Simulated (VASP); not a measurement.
# MoS2 (P-6m2) in VASP: notebook, part 2 of 2

VASP 6.6.1. Earlier steps stand in the parts before.

**5. Single point, PBE+D3(BJ)**

This run uses another cell than the first one, of the same volume but with other edges.

INCAR

```
PREC     = Accurate       # precision mode
ENCUT    = 520            # plane-wave cutoff, eV
EDIFF    = 1E-6           # SCF threshold, eV
ISMEAR   = 0              # smearing method
SIGMA    = 0.05           # smearing width, eV
LREAL    = F              # projectors in reciprocal space
LASPH    = T              # aspherical terms in the spheres
NELM     = 100            # most SCF steps
ALGO     = Normal         # electronic algorithm
ISIF     = 2              # what is computed and relaxed
LWAVE    = F              # write WAVECAR
LCHARG   = F              # write CHGCAR
GGA      = PE             # functional
IVDW     = 12             # dispersion correction
NBANDS   = 20             # bands
```

KPOINTS

```
Automatic mesh
0
Gamma
  12 12 6
```

POSCAR

```
MoS2
1.0
    3.0512299422      0.0000000000      0.0000000000
   -1.5256149711      2.6424426427      0.0000000000
    0.0000000000      0.0000000000      7.0836363277
Mo S
1 2
Direct
    0.0000000000      0.0000000000      0.0000000000
    0.3333333333      0.6666666667      0.2356692374
    0.3333333333      0.6666666667      0.7643307626
```

Potentials or basis: VASP PAW PBE potentials, release 64 (Mo_sv, S).

Started as:

```
$ cat potpaw_PBE.64/Mo_sv/POTCAR potpaw_PBE.64/S/POTCAR > POTCAR
$ mpirun -np 1 vasp_std > vasp.out
```

OUTCAR:

```text
PREC = Accurate
   ENCUT = 520
   EDIFF = 1E-6
   ISMEAR = 0
   LREAL = F
   LASPH = T
   NELM = 100
   ISIF = 2
   GGA = PE
   IVDW = 12
 IVDW          = 12

 ion  position               nearest neighbor table
   1  0.000  0.000  0.000-   2 2.43   3 2.43   2 2.43   3 2.43   2 2.43   3 2.43
   2  0.333  0.667  0.236-   1 2.43   1 2.43   1 2.43
   3  0.333  0.667  0.764-   1 2.43   1 2.43   1 2.43

  LATTYP: Found a hexagonal cell.
 ALAT       =     3.0512299422
 C/A-ratio  =     2.3215675193

  Lattice vectors:

 A1 = (   3.0512299422,   0.0000000000,   0.0000000000)
 A2 = (  -1.5256149711,   2.6424426427,   0.0000000000)
 A3 = (   0.0000000000,   0.0000000000,   7.0836363277)

Analysis of symmetry for initial positions (statically):
=====================================================================
 Subroutine PRICEL returns:
 Original cell was already a primitive cell.

 Routine SETGRP: Setting up the symmetry group for a
 hexagonal supercell.

 Subroutine GETGRP returns: Found 12 space group operations
 (whereof 12 operations were pure point group operations)
 out of a pool of 24 trial point group operations.

The static configuration has the point symmetry D_3h.

Analysis of symmetry for dynamics (positions and initial velocities):
=====================================================================
 Subroutine PRICEL returns:
 Original cell was already a primitive cell.

 Routine SETGRP: Setting up the symmetry group for a
 hexagonal supercell.

 Subroutine GETGRP returns: Found 12 space group operations
 (whereof 12 operations were pure point group operations)
 out of a pool of 24 trial point group operations.

The dynamic configuration has the point symmetry D_3h.

 Subroutine INISYM returns: Found 12 space group operations
 (whereof 12 operations are pure point group operations),
 and found     1 'primitive' translations

----------------------------------------------------------------------------------------

                                     Primitive cell

  volume of cell :      57.1132

  direct lattice vectors                    reciprocal lattice vectors
     3.051229942  0.000000000  0.000000000     0.327736689  0.189218866  0.000000000
    -1.525614971  2.642442643  0.000000000     0.000000000  0.378437732  0.000000000
     0.000000000  0.000000000  7.083636328     0.000000000  0.000000000  0.141170432

  length of vectors
     3.051229942  3.051229942  7.083636328     0.378437732  0.378437732  0.141170432

  position of ions in fractional coordinates (direct lattice)
     0.000000000  0.000000000  0.000000000
     0.333333333  0.666666667  0.235669237
     0.333333333  0.666666667  0.764330763

  ion indices of the primitive-cell ions
   primitive index   ion index
                 1           1
                 2           2
                 3           3

----------------------------------------------------------------------------------------

 KPOINTS: Automatic mesh

Automatic generation of k-mesh.
 Grid dimensions read from file:
 generate k-points for:   12   12    6

 Generating k-lattice:

  Cartesian coordinates                     Fractional coordinates (reciprocal lattice)
     0.027311391  0.015768239  0.000000000     0.083333333  0.000000000  0.000000000
     0.000000000  0.031536478  0.000000000     0.000000000  0.083333333  0.000000000
     0.000000000  0.000000000  0.023528405     0.000000000  0.000000000  0.166666667

  Length of vectors
     0.031536478  0.031536478  0.023528405

  Shift w.r.t. Gamma in fractional coordinates (k-lattice)
     0.000000000  0.000000000  0.000000000

 Subroutine IBZKPT returns following result:
 ===========================================

 Found     76 irreducible k-points:

 Following reciprocal coordinates:
            Coordinates               Weight
  0.000000  0.000000  0.000000      1.000000
  0.083333 -0.000000  0.000000      6.000000
  0.166667 -0.000000  0.000000      6.000000
  0.250000 -0.000000  0.000000      6.000000
  0.333333  0.000000  0.000000      6.000000
  0.416667  0.000000  0.000000      6.000000
[... 16 lines left out ...]
  0.250000 -0.000000  0.166667     12.000000
  0.333333  0.000000  0.166667     12.000000
 [... further k-points ...]
   k-points           NKPTS =     76   k-points in BZ     NKDIM =     76   number of bands    NBANDS=     20
   number of dos      NEDOS =    301   number of ions     NIONS =      3
   total plane-waves  NPLWV =  31104
   dimension x,y,z NGX =    24 NGY =   24 NGZ =   54
   dimension x,y,z NGXF=    48 NGYF=   48 NGZF=  108
   ions per type =               1   2
   NGX,Y,Z   is equivalent  to a cutoff of  13.08, 13.08, 12.67 a.u.
   NGXF,Y,Z  is equivalent  to a cutoff of  26.15, 26.15, 25.35 a.u.
 SYSTEM =  unknown system
   PREC   = accura    normal or accurate (medium, high low for compatibility)
   ISTART =      0    job   : 0-new  1-cont  2-samecut
   ICHARG =      2    charge: 1-file 2-atom 10-const
   ISPIN  =      1    spin polarized calculation?
   LNONCOLLINEAR =      F non collinear calculations
   LSORBIT =      F    spin-orbit coupling
   LASPH  =      T    aspherical Exc in radial PAW
   ENCUT  =  520.0 eV  38.22 Ry    6.18 a.u.   5.67  5.67 13.17*2*pi/ulx,y,z
   NELM   =    100;   NELMIN=  2; NELMDL= -5     # of ELM steps
   EDIFF  = 0.1E-05   stopping-criterion for ELM
   LREAL  =      F    real-space projection
   EDIFFG = 0.1E-04   stopping-criterion for IOM
   NSW    =      0    number of steps for IOM
   IBRION =     -1    ionic relax: 0-MD 1-quasi-New 2-CG
   NFREE  =      0    steps in history (QN), initial steepest desc. (CG)
   ISIF   =      2    stress and relaxation
   ISYM   =      2    0-nonsym 1-usesym 2-fastsym
   POTIM  = 0.5000    time-step for ionic-motion
   TEBEG  =    0.0;   TEEND  =   0.0 temperature during run
   PSTRESS=    0.0 pullay stress
   NELECT =      26.0000    total number of electrons
   NUPDOWN=      -1.0000    fix difference up-down
   EMIN   =  10.00;   EMAX   =-10.00  energy-range for DOS
   EFERMI =   0.00;   METHOD = LEGACY
   ISMEAR =     0;   SIGMA  =   0.05  broadening in eV -4-tet -1-fermi 0-gaus
   EFERMI_NEDOS =   21; number of points for ismear=-14 and -15
   IALGO  =     38    algorithm
   IMIX   =      4    mixing-type and parameters
     AMIX     =   0.40;   BMIX     =  1.00
     AMIX_MAG =   1.60;   BMIX_MAG =  1.00
  volume/ion in A,a.u.               =      19.04       128.47
  Fermi-wavevector in a.u.,A,eV,Ry     =   1.259371  2.379866 21.579049  1.586015
  Thomas-Fermi vector in A             =   2.392934
   LORBIT       =      0    0 simple, 1 ext, 2 COOP (PROOUT), +10 PAW based schemes
   GGA     = PE    functional components
   LHFCALC =     F    Hartree Fock is set to
   AEXX    =    0.0000 exact exchange contribution
   IVDW    =    12    specifies the selected vdW correction
   LEPSILON=     F    determine dielectric tensor
   LRPA    =     F    only Hartree local field effects (RPA)
 non-spin polarized calculation
 Gauss-broadening in eV      SIGMA  =   0.05
  energy-cutoff  :      520.00
  volume of cell :       57.11
 maximum number of plane-waves:      1551
 NGX is ok and might be reduce to    24

 number of electron      25.9999997 magnetization

 Free energy of the ion-electron system (eV)
  ---------------------------------------------------
  ext. energy  EPLUGINS =         0.00000000
  ---------------------------------------------------
  free energy    TOTEN  =       -21.59995838 eV

  energy without entropy =      -21.59995838  energy(sigma->0) =      -21.59995838

 E-fermi :   6.4532     XC(G=0): -10.2748

 val. band max:        6.1489429832   @ k =   0.3333   0.3333   0.5000
 cond. band min:       7.3482210854   @ k =   0.1667   0.1667   0.0000
 fundamental gap:      1.1992781022
 Fermi energy:         6.4531934157

 k-point     1 :       0.0000    0.0000    0.0000
  band No.  band energies     occupation
      1     -54.7191      2.00000
      2     -28.9239      2.00000
      3     -28.5385      2.00000
      4     -28.5385      2.00000
      5      -8.2776      2.00000
      6      -7.1191      2.00000
[... 12 lines left out ...]
     19      13.8425      0.00000
[... 513 lines left out ...]
      4     -28.6321      2.00000
      5      -6.6881      2.00000
      6      -6.3296      2.00000
[... 12 lines left out ...]
     19      13.8781      0.00000
     20      14.6328      0.00000

 [... further k-points ...]

------------------------ aborting loop because EDIFF is reached ----------------------------------------

 Edisp (eV)   -1.20046

 E8    (eV) :    -0.4865

  FORCE on cell =-STRESS in cart. coord.  units (eV):
  Direction    XX          YY          ZZ          XY          YZ          ZX
  --------------------------------------------------------------------------------------
  -------------------------------------------------------------------------------------
  Total       1.68186     1.68186    -4.32771     0.00000     0.00000     0.00000
  in kB      47.18056    47.18056  -121.40374     0.00000     0.00000     0.00000
  external pressure =       -9.01 kB  Pullay stress =        0.00 kB

 VOLUME and BASIS-vectors are now :
 -----------------------------------------------------------------------------
  energy-cutoff  :      520.00
  volume of cell :       57.11
      direct lattice vectors                 reciprocal lattice vectors
     3.051229942  0.000000000  0.000000000     0.327736689  0.189218866  0.000000000
    -1.525614971  2.642442643  0.000000000     0.000000000  0.378437732  0.000000000
     0.000000000  0.000000000  7.083636328     0.000000000  0.000000000  0.141170432

 POSITION                                       TOTAL-FORCE (eV/Angst)
 -----------------------------------------------------------------------------------
      0.00000      0.00000      0.00000        -0.000000      0.000000      0.000000
     -0.00000      1.76163      1.66940         0.000000     -0.000000     -1.146236
     -0.00000      1.76163      5.41424         0.000000      0.000000      1.146236
 -----------------------------------------------------------------------------------
    total drift:                                0.000000     -0.000000     -0.000000

  FREE ENERGIE OF THE ION-ELECTRON SYSTEM (eV)
  ---------------------------------------------------
  free  energy   TOTEN  =       -22.8004165342 eV

  energy  without entropy=      -22.8004165342  energy(sigma->0) =      -22.80041653
```

It took 42 s on 1 thread of Intel Xeon 6975P-C (Granite Rapids), shared host; peak memory 0.23 GiB.

Results:

| Quantity | Value |
| --- | --- |
| Free energy | -22.8004 eV |
| Pressure | -0.9 GPa |
| Largest force | 1.146 eV/Å |
| Band gap on the k mesh | 1.20 eV, indirect (least direct gap 2.06 eV) |
| Dispersion energy per atom | -0.400 eV |

Forces in eV/Å, atoms in the order of the input:
```
Mo   0.000  0.000  0.000
S    0.000  0.000 -1.146
S    0.000  0.000  1.146
```

Stress tensor (GPa, compression positive):
```
  4.72   0.00   0.00
  0.00   4.72   0.00
  0.00   0.00 -12.14
```

Levels at points of the mesh, in eV from the valence-band top:
| k point | band 9 | band 10 | band 11 | band 12 | band 13 | band 14 | band 15 | band 16 | band 17 | band 18 |
| --- | --- | --- | --- | --- | --- | --- | --- | --- | --- | --- |
| (0.00, 0.00, 0.00) | -2.10 | -1.91 | -1.15 | -0.94 | -0.94 | 2.96 | 2.96 | 3.01 | 3.01 | 6.47 |
| (0.50, 0.00, 0.00) | -4.34 | -2.82 | -2.22 | -1.02 | -0.56 | 2.73 | 2.74 | 3.97 | 4.18 | 5.84 |
| (0.00, 0.00, 0.50) | -2.09 | -2.09 | -0.95 | -0.95 | -0.44 | 2.97 | 2.97 | 3.01 | 3.01 | 7.04 |
| (0.50, 0.00, 0.50) | -4.11 | -2.84 | -2.75 | -0.68 | -0.51 | 2.74 | 2.99 | 3.42 | 4.07 | 6.86 |

Caveat: forces of over 1 eV/Å act on the atoms, so gaps and moduli don't describe the material at rest.

**6. Summary**

```tsv
cell	gap on the mesh (eV)	pressure (GPa)	largest force (eV/Å)
a = 3.325, b = 3.325, c = 5.965 Å, angles 90.0, 90.0, 120.0°, 3 atoms	none	2.0	1.75
a = 2.964, b = 2.964, c = 7.507 Å, angles 90.0, 90.0, 120.0°, 3 atoms	0.87	-1.0	2.11
a = 3.238, b = 3.238, c = 6.288 Å, angles 90.0, 90.0, 120.0°, 3 atoms	0.21	0.9	0.99
a = 3.051, b = 3.051, c = 7.084 Å, angles 90.0, 90.0, 120.0°, 3 atoms	1.20	-0.9	1.15
```

Alike in all rows: task single point; level PBE+D3(BJ); potentials or basis VASP PAW PBE potentials, release 64 (Mo_sv, S); no spin polarisation; k mesh 12 × 12 × 6; cutoff (eV) 520; smearing gaussian 0.05 eV.

Caveats: forces of over 1 eV/Å act on the atoms, so gaps and moduli don't describe the material at rest (some runs).

Absolute energies hang on the potentials; compare differences alone.
